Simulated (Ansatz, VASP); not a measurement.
# Pt: VASP beside Ansatz

INCAR

```
SYSTEM = Pt
  PREC = Accurate
  ENCUT = 520
  EDIFF = 1E-7
  ISMEAR = 0
  SIGMA = 0.15
  LREAL = .FALSE.
  LASPH = .TRUE.
  NELM = 60
  ALGO = Fast
  ISIF = 2
  LWAVE = .FALSE.
  LCHARG = .FALSE.
  GGA = PE
  NBANDS = 11
```

File KPOINTS:

```
Automatic mesh
0
G
  26 26 26
  0 0 0
```

File POSCAR:

```
Pt
1.0
    0.0000000000      2.0346814308      1.9354286780
    2.0346814308      0.0000000000      1.9354286780
    2.0346814308      2.0346814308      0.0000000000
Pt
1
Direct
    0.0000000000      0.0000000000      0.0000000000
```

Input for Ansatz:

```yaml
crystal:
  lattice:
    - [0.0, 2.0346814308, 1.935428678]
    - [2.0346814308, 0.0, 1.935428678]
    - [2.0346814308, 2.0346814308, 0.0]
  atoms:
    - { symbol: Pt, position: [0.0, 0.0, 0.0] }
basis:
  ecutwfc: 420
kpoints:
  mp_grid: { grid: [26, 26, 26] }
hamiltonian:
  xc: pbe
scf:
  occupations: { method: gaussian, width: 0.15 }
output:
  forces: true
  stress: true
  eigenvalues: true
```

Change from the starting cell: strain +0.025 along x and y, -0.025 along z, atoms carried along.

Alike in both runs: task single point; functional PBE; k mesh 26 × 26 × 26; occupations gaussian, width 0.15 eV; no spin polarisation.

```csv
,VASP,Ansatz
version,VASP 6.6.1,Ansatz 0.2.0
potentials or method,"VASP PAW PBE potentials, release 64 (Pt), cutoff 520 eV","scalar-relativistic, plane waves, PAW"
valence electrons in the cell,10,18
```

```csv
,VASP,Ansatz,Ansatz less VASP
gap on the k mesh at the Fermi level (eV),none,none,-
pressure (GPa),-5.7,-5.3,+0.42
"traceless stress, the component that is largest in VASP (GPa)",2.12,2.14,+0.020
```

A gap of «none» marks a metal or a gap that the smearing closes. The functional is the same, so the differences come from potentials, cutoffs and numerics. VASP's potentials hold 10 valence electrons a cell and Ansatz's 18, so a difference there can come from the potentials and not from the codes.

Spin-orbit coupling is off throughout.
